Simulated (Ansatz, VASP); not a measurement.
# Cd in VASP and in Ansatz

File INCAR:

```
ALGO     = Normal         # electronic algorithm
EDIFF    = 1E-6           # SCF threshold, eV
EDIFFG   = -0.005         # ionic threshold
ENCUT    = 600            # plane-wave cutoff, eV
GGA      = PE             # functional
IBRION   = 2              # ionic algorithm
ISIF     = 3              # what is computed and relaxed
ISMEAR   = -1             # smearing method
LASPH    = True           # aspherical terms in the spheres
LCHARG   = False          # write CHGCAR
LREAL    = False          # projectors in reciprocal space
LWAVE    = False          # write WAVECAR
NELM     = 60             # most SCF steps
NSW      = 100            # ionic steps
PREC     = Accurate       # precision mode
SIGMA    = 0.08           # smearing width, eV
```

The input KPOINTS:

```
k-points
0
Gamma
  9 9 9
```

The input POSCAR:

```
Cd
1.0
    0.0000000000      3.2195088072      3.2195088072
    3.2195088072      0.0000000000      3.2195088072
    3.2195088072      3.2195088072      0.0000000000
Cd
2
Direct
    0.0000000000      0.0000000000      0.0000000000
    0.2500000000      0.2500000000      0.2500000000
```

Input for Ansatz:

```yaml
crystal:
  lattice:
    - [0.0, 3.2195088072, 3.2195088072]
    - [3.2195088072, 0.0, 3.2195088072]
    - [3.2195088072, 3.2195088072, 0.0]
  atoms:
    - { symbol: Cd, position: [0.0, 0.0, 0.0] }
    - { symbol: Cd, position: [0.25, 0.25, 0.25] }
kpoints:
  mp_grid: { grid: [9, 9, 9] }
scf:
  occupations: { method: fermi_dirac, width: 0.08 }
hamiltonian:
  xc: pbe
  pseudopotentials: { kind: paw, azcp: { folder: soft_1 } }
output:
  forces: true
  stress: true
relax:
  f_tol: 0.005
  max_steps: 80
  cell: {}
```

Alike in both runs: task relaxation of cell and atoms; functional PBE; k mesh 9 × 9 × 9; occupations fermi-dirac, width 0.08 eV; no spin polarisation.

```csv
,VASP,Ansatz
version,VASP 6.6.1,Ansatz 0.2.0
potentials or method,"VASP PAW PBE potentials, release 64 (Cd)","PAW with Ansatz's earlier generated frozen-core files (soft_1), scalar-relativistic"
plane-wave cutoff (eV),600,420
valence electrons in the cell,24,40
```

Ansatz gave:

```
relaxed volume (Å³/atom)                                     : 37.26
relaxed cell length with the largest relative difference (Å) : 4.724
```

**Question.** Which values does VASP return?

**Answer.** Relaxed volume (Å³/atom): 37.60; relaxed cell length with the largest relative difference (Å): 4.738.

VASP's potentials hold 24 valence electrons a cell and Ansatz's 40, so a difference there can come from the potentials and not from the codes.
